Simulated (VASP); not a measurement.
A run of VASP 6.6.1:

File INCAR:

```
  PREC = Accurate
  ENCUT = 500
  EDIFF = 1E-6
  ISMEAR = 0
  SIGMA = 0.1
  LREAL = F
  LASPH = T
  NELM = 120
  ALGO = Normal
  ISIF = 2
  LWAVE = F
  LCHARG = F
  GGA = PE
  NBANDS = 24
  GGA_COMPAT = F
```

Contents of KPOINTS:

```
regular mesh
0
Gamma
  12 12 16
```

Contents of POSCAR:

```
AlRh2
1.0
    4.2965478416      0.0000000000      0.0000000000
   -2.1482739208      3.7209195794      0.0000000000
    0.0000000000      0.0000000000      2.7411878965
Al Rh
1 2
Direct
    0.0000000000      0.0000000000      0.0000000000
    0.3333333333      0.6666666667      0.5000000000
    0.6666666667      0.3333333333      0.5000000000
```

Potentials or basis: VASP PAW PBE potentials, release 64 (Al, Rh_pv).

Run with:

```console
$ cat potpaw_PBE.64/Al/POTCAR potpaw_PBE.64/Rh_pv/POTCAR > POTCAR
$ mpirun -np 1 vasp_std > vasp.out
```

Hardware: 1 thread of Intel Xeon 8259CL (shared host).

Problem. Estimate the wall time of this run.

Solution. Run time: 2.4 min on 1 thread of Intel Xeon 8259CL (shared host), peak memory 0.27 GiB. Counts: scf iterations 12, k points 171.
